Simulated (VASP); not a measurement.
Al:

```
CELL_PARAMETERS angstrom
2.77444 0.00000 0.00000
-1.38722 2.40274 0.00000
0.00000 0.00000 4.80107
ATOMIC_POSITIONS crystal
Al 0.33333 0.66667 0.25000
Al 0.66667 0.33333 0.75000
```

Base run:

```yaml
Program: VASP 6.6.1
Functional: r2SCAN
Potentials_or_basis: VASP PAW PBE potentials, release 64 (Al)
Cutoff: 520 eV
k_mesh: 11 × 11 × 6
Occupations: fermi-dirac, width 0.05 eV
Spin: no spin polarisation
```

Its results: band gap on the k mesh zero (band 3 reaches 12.06 eV, above the bottom of band 4 at 5.26 eV); pressure 0.2 GPa.

**Question.** The run is repeated on the same cell with these changes: functional from r2SCAN to PBE; further incar settings from ALGO = Normal; EDIFF = 1e-06; NBANDS = 10 to ALGO = Fast; EDIFF = 1e-07; NBANDS = 10. What comes out?

**Answer.** Band gap on the k mesh zero (band 3 reaches 11.85 eV, above the bottom of band 4 at 5.35 eV); pressure 3.5 GPa.

Caveats: the PAW data sets were made with another functional, which shifts forces and pressure a little (some runs).
